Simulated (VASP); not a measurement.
Set up this calculation in VASP 6.6.1, as the native input.

```yaml
Task: single point
Functional: PBE
Potentials_or_basis: VASP PAW PBE potentials, release 64 (Sb, Se)
Cutoff: 520 eV
k_mesh: 6 × 6 × 8
Occupations: gaussian, width 0.1 eV
Spin: no spin polarisation
Dipole_correction: no
Further_INCAR_settings: ALGO = Normal; EDIFF = 1e-07; NBANDS = 31
```

The structure of Sb3Se lies in POSCAR:

```
Sb3Se
1.0
    6.7427499265      0.0000000000      0.0000000000
   -3.3713749632      5.8393927277      0.0000000000
    0.0000000000      0.0000000000      5.4308945480
Sb Se
6 2
Direct
    0.3079049143      0.1539524571      0.7500000000
    0.8460475429      0.1539524571      0.7500000000
    0.8460475429      0.6920950857      0.7500000000
    0.6920950857      0.8460475429      0.2500000000
    0.1539524571      0.8460475429      0.2500000000
    0.1539524571      0.3079049143      0.2500000000
    0.6666666667      0.3333333333      0.2500000000
    0.3333333333      0.6666666667      0.7500000000
```

These files were run (other wordings do the same):

INCAR

```
SYSTEM = Sb3Se
PREC     = Accurate       ! precision mode
ENCUT    = 520            ! plane-wave cutoff, eV
EDIFF    = 1E-7           ! SCF threshold, eV
ISMEAR   = 0              ! smearing method
SIGMA    = 0.1            ! smearing width, eV
LREAL    = .False.        ! projectors in reciprocal space
LASPH    = .True.         ! aspherical terms in the spheres
NELM     = 80             ! most SCF steps
ALGO     = Normal         ! electronic algorithm
ISIF     = 2              ! what is computed and relaxed
LWAVE    = .False.        ! write WAVECAR
LCHARG   = .True.         ! write CHGCAR
GGA      = PE             ! functional
LELF     = .True.         ! ELF
LVHAR    = .True.       
NBANDS   = 31             ! bands
```

KPOINTS

```
regular mesh
0
Gamma
  6 6 8
  0 0 0
```

Potentials or basis: VASP PAW PBE potentials, release 64 (Sb, Se).

Command:

```console
$ cat potpaw_PBE.64/Sb/POTCAR potpaw_PBE.64/Se/POTCAR > POTCAR
$ mpirun -np 1 vasp_std > vasp.out
```

It gave:

```json
{
 "Pressure": "-0.1 GPa",
 "Largest force": "0.009 eV/Å",
 "Band gap on the k mesh": "zero (band 21 reaches 7.73 eV, above the bottom of band 22 at 6.07 eV)"
}
```

Caveat: spin-orbit coupling is left out, which moves the levels of the heavy elements.

Wall time 2.9 min on 1 thread of Intel(R) Xeon(R) 6975P-C (Granite Rapids), with other jobs on the host, peak memory 0.41 GiB.
